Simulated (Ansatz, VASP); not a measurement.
Sb2Pt: VASP beside Ansatz

Contents of INCAR:

```
SYSTEM = Sb2Pt
PREC = Accurate ; ENCUT = 520
EDIFF = 1E-6 ; ISMEAR = 0
SIGMA = 0.05 ; LREAL = .FALSE.
LASPH = .TRUE. ; NELM = 100
ALGO = Normal ; ISIF = 2
LWAVE = .FALSE. ; LCHARG = .FALSE.
GGA = PE ; NBANDS = 17
```

KPOINTS

```
regular mesh
0
G
  10 10 6
  0 0 0
```

The input POSCAR:

```
Sb2Pt
1.0
    4.0702931714     -0.0504942365     -0.0036197882
   -2.0788758772      3.5549586310      0.0262052979
   -0.0046592936      0.0362588722      5.1500514070
Pt Sb
1 2
Direct
   -0.0854202154     -0.0115609966      0.0081851346
    0.3301767003      0.6903094526      0.2858030540
    0.7552435151      0.3212515440      0.7060118115
```

Input for Ansatz:

```yaml
crystal:
  lattice:
    - [4.0702931714, -0.0504942365, -0.0036197882]
    - [-2.0788758772, 3.554958631, 0.0262052979]
    - [-0.0046592936, 0.0362588722, 5.150051407]
  atoms:
    - { symbol: Pt, position: [-0.0854202154, -0.0115609966, 0.0081851346] }
    - { symbol: Sb, position: [0.3301767003, 0.6903094526, 0.285803054] }
    - { symbol: Sb, position: [0.7552435151, 0.321251544, 0.7060118115] }
basis:
  ecutwfc: 420
  ecutrho_ratio: 4
kpoints:
  mp_grid: { grid: [10, 10, 6] }
hamiltonian:
  xc: pbe
scf:
  occupations: { method: gaussian, width: 0.05 }
output:
  forces: true
  stress: true
  eigenvalues: true
```

Change from the starting cell: all atoms moved at random (sigma 0.15 Å), cell strained at random (1 %).

Alike in both runs: task single point; functional PBE; k mesh 10 × 10 × 6; occupations gaussian, width 0.05 eV; no spin polarisation.

|  | VASP | Ansatz |
| --- | --- | --- |
| version | VASP 6.6.1 | Ansatz 0.2.0 |
| potentials or method | VASP PAW PBE potentials, release 64 (Pt, Sb), cutoff 520 eV | scalar-relativistic, plane waves, PAW |
| valence electrons in the cell | 20 | 48 |

|  | VASP | Ansatz | Ansatz less VASP |
| --- | --- | --- | --- |
| gap on the k mesh at the Fermi level (eV) | none | none | - |
| pressure (GPa) | 5.7 | 6.0 | +0.35 |
| traceless stress, the component that is largest in VASP (GPa) | -9.86 | -10.03 | -0.167 |
| rms of the force components (eV/Å) | 1.867 | 1.904 | +0.0366 |

Atom by atom the forces differ by 0.041 eV/Å (rms over components). A gap of «none» marks a metal or a gap that the smearing closes. VASP's potentials hold 20 valence electrons a cell and Ansatz's 48, so a difference there can come from the potentials and not from the codes.

Neither program's run includes spin-orbit coupling.
